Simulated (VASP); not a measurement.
A run of VASP 6.6.1:

The input INCAR:

```
PREC = Accurate ; ENCUT = 520
EDIFF = 1E-7 ; ISMEAR = 0
SIGMA = 0.1 ; LREAL = False
LASPH = True ; NELM = 100
ALGO = Normal ; ISIF = 2
LWAVE = False ; LCHARG = True
GGA = PE ; LELF = True
LVHAR = True ; NBANDS = 34
```

File KPOINTS:

```
regular mesh
0
Gamma
  8 8 8
```

Contents of POSCAR:

```
Zr3CdC
1.0
    4.7196922325      0.0000000000      0.0000000000
    0.0000000000      4.7196922325      0.0000000000
    0.0000000000      0.0000000000      4.7196922325
Zr Cd C
3 1 1
Direct
    0.0000000000      0.5000000000      0.5000000000
    0.5000000000      0.0000000000      0.5000000000
    0.5000000000      0.5000000000      0.0000000000
    0.0000000000      0.0000000000      0.0000000000
    0.5000000000      0.5000000000      0.5000000000
```

Potentials or basis: VASP PAW PBE potentials, release 64 (Zr_sv, Cd, C).

Command:

```console
$ cat potpaw_PBE.64/Zr_sv/POTCAR potpaw_PBE.64/Cd/POTCAR potpaw_PBE.64/C/POTCAR > POTCAR
$ mpirun -np 1 vasp_std > vasp.out
```

Hardware: 1 thread of Intel(R) Xeon(R) 6975P-C (Granite Rapids) (shared host).

**Question.** Estimate the wall time of this run.

**Answer.** It took 68 s on 1 thread of Intel(R) Xeon(R) 6975P-C (Granite Rapids), on a shared host, peak memory 0.26 GiB. Counts: scf iterations 16, k points 35.
